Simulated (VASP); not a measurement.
**CoW3: single point with PBEsol**

CoW3:

```xyz
4
Lattice="3.9074 0.0000 0.0000 0.0000 3.9074 0.0000 0.0000 0.0000 3.9074" Properties=species:S:1:pos:R:3 pbc="T T T"
W     1.9537    1.9537    0.0000
W     1.9537    0.0000    1.9537
W     0.0000    1.9537    1.9537
Co    0.0000    0.0000    0.0000
```

```
Program                : VASP 6.6.1
Task                   : single point
Functional             : PBEsol
Potentials or basis    : VASP PAW PBE potentials, release 64 (W_sv, Co)
Cutoff                 : 600 eV
k mesh                 : 6 × 6 × 6
Occupations            : fermi-dirac, width 0.05 eV
Spin                   : collinear spin, ferromagnetic start
Starting moments       : [0.0, 0.0, 0.0, 4.0] μB
Fixed moment           : 4 μB
Dipole correction      : no
Further INCAR settings : ALGO = Normal; EDIFF = 1e-06; NBANDS = 38
```

| Item | Value |
| --- | --- |
| Pressure | -2.1 GPa |
| Net moment | 4.00 μB per cell |
| Site moments | W +0.62; Co +1.65 μB |
| Valence electrons inside the program's atomic spheres | W 12.10; Co 8.23 |

Run time: 89 s on 1 thread of Intel(R) Xeon(R) Platinum 8259CL CPU @ 2.50GHz (Skylake/Cascade Lake), with other jobs on the host, peak memory 0.25 GiB.

Caveat: the PAW data sets were made with another functional, which shifts forces and pressure a little; the total moment is fixed, so each spin has its own Fermi level.
